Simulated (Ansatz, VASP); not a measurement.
# B5As2 in VASP and in Ansatz

The input INCAR:

```
PREC     = Accurate       # precision mode
ENCUT    = 500            # plane-wave cutoff, eV
EDIFF    = 1E-6           # SCF threshold, eV
ISMEAR   = 0              # smearing method
SIGMA    = 0.1            # smearing width, eV
LREAL    = F              # projectors in reciprocal space
LASPH    = T              # aspherical terms in the spheres
NELM     = 120            # most SCF steps
ALGO     = Normal         # electronic algorithm
ISIF     = 2              # what is computed and relaxed
LWAVE    = F              # write WAVECAR
LCHARG   = F              # write CHGCAR
GGA      = PE             # functional
NBANDS   = 22             # bands
GGA_COMPAT= F
```

File KPOINTS:

```
regular mesh
0
Gamma
  6 4 4
```

File POSCAR:

```
B5As2
1.0
    3.3155918197      0.0000000000      0.0000000000
    0.0000000000      5.7346799805      2.1955374004
    0.0000000000     -5.7346799805      2.1955374004
B As
5 2
Direct
    0.2511337122      0.6658275696      0.6658275696
    0.7488662878      0.6658275696      0.6658275696
    0.5000000000      0.3202452764      0.3202452764
    0.5000000000      0.0733527967      0.9120284488
    0.5000000000      0.9120284488      0.0733527967
    0.0000000000      0.8178532933      0.2000248456
    0.0000000000      0.2000248456      0.8178532933
```

Input for Ansatz:

```yaml
crystal:
  lattice:
    - [3.3155918197, 0.0, 0.0]
    - [0.0, 5.7346799805, 2.1955374004]
    - [0.0, -5.7346799805, 2.1955374004]
  atoms:
    - { symbol: B, position: [0.2511337122, 0.6658275696, 0.6658275696] }
    - { symbol: B, position: [0.7488662878, 0.6658275696, 0.6658275696] }
    - { symbol: B, position: [0.5, 0.3202452764, 0.3202452764] }
    - { symbol: B, position: [0.5, 0.0733527967, 0.9120284488] }
    - { symbol: B, position: [0.5, 0.9120284488, 0.0733527967] }
    - { symbol: As, position: [0.0, 0.8178532933, 0.2000248456] }
    - { symbol: As, position: [0.0, 0.2000248456, 0.8178532933] }
basis:
  ecutwfc: 420
kpoints:
  mp_grid: { grid: [6, 4, 4] }
hamiltonian:
  xc: pbe
scf:
  occupations: { method: gaussian, width: 0.1 }
  lower_state_search: "off"
output:
  forces: true
  stress: true
  eigenvalues: true
```

Alike in both runs: task single point; functional PBE; k mesh 6 × 4 × 4; occupations gaussian, width 0.1 eV; no spin polarisation.

|  | VASP | Ansatz |
| --- | --- | --- |
| version | VASP 6.6.1 | Ansatz 0.2.0 |
| potentials or method | VASP PAW PBE potentials, release 64 (B, As), cutoff 500 eV | scalar-relativistic, plane waves, PAW |
| valence electrons in the cell | 25 | 45 |

|  | VASP | Ansatz | Ansatz less VASP |
| --- | --- | --- | --- |
| gap on the k mesh at the Fermi level (eV) | none | none | - |
| pressure (GPa) | 1.7 | 1.4 | -0.25 |
| traceless stress, the component that is largest in VASP (GPa) | 2.39 | 2.37 | -0.020 |
| rms of the force components (eV/Å) | 0.053 | 0.065 | +0.0120 |

Atom by atom the forces differ by 0.016 eV/Å (rms over components). A gap of «none» marks a metal or a gap that the smearing closes. VASP's potentials hold 25 valence electrons a cell and Ansatz's 45, so a difference there can come from the potentials and not from the codes.

The k mesh is coarse, so the values compare programs but aren't converged.
